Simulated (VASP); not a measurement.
The system is WSe2.

```xyz
6
Lattice="3.2997 0.0000 0.0000 -1.6498 2.8576 0.0000 0.0000 0.0000 13.1485" Properties=species:S:1:pos:R:3 pbc="T T T"
W     1.6498    0.9525    9.8614
W     0.0000    1.9051    3.2871
Se    0.0000    1.9051   11.5268
Se    1.6498    0.9525    4.9525
Se    0.0000    1.9051    8.1960
Se    1.6498    0.9525    1.6217
```

Base run:

```yaml
Program: VASP 6.6.1
Functional: PBE
Potentials_or_basis: VASP PAW PBE potentials, release 64 (W_sv, Se)
Cutoff: 520 eV
k_mesh: 12 × 12 × 2
Occupations: gaussian, width 0.01 eV
Spin: no spin polarisation
```

Its results: band gap on the k mesh 1.04 eV (least direct gap 1.49 eV); pressure 3.7 GPa; largest force 0.325 eV/Å.

**Question.** The run is repeated on the same cell with these changes: functional from PBE to r2SCAN. What comes out?

**Answer.** Band gap on the k mesh 1.16 eV (least direct gap 1.61 eV); pressure 1.7 GPa; largest force 0.008 eV/Å.

Caveats: spin-orbit coupling is left out, which moves the levels of the heavy elements; the cell stands under pressure (at least some runs); this functional lacks dispersion, which binds layers or chains, so the pressure and a relaxed spacing across them are unreliable (at least some runs); the PAW data sets were made with another functional, which shifts forces and pressure a little (at least some runs).

A k mesh can miss the band edges.
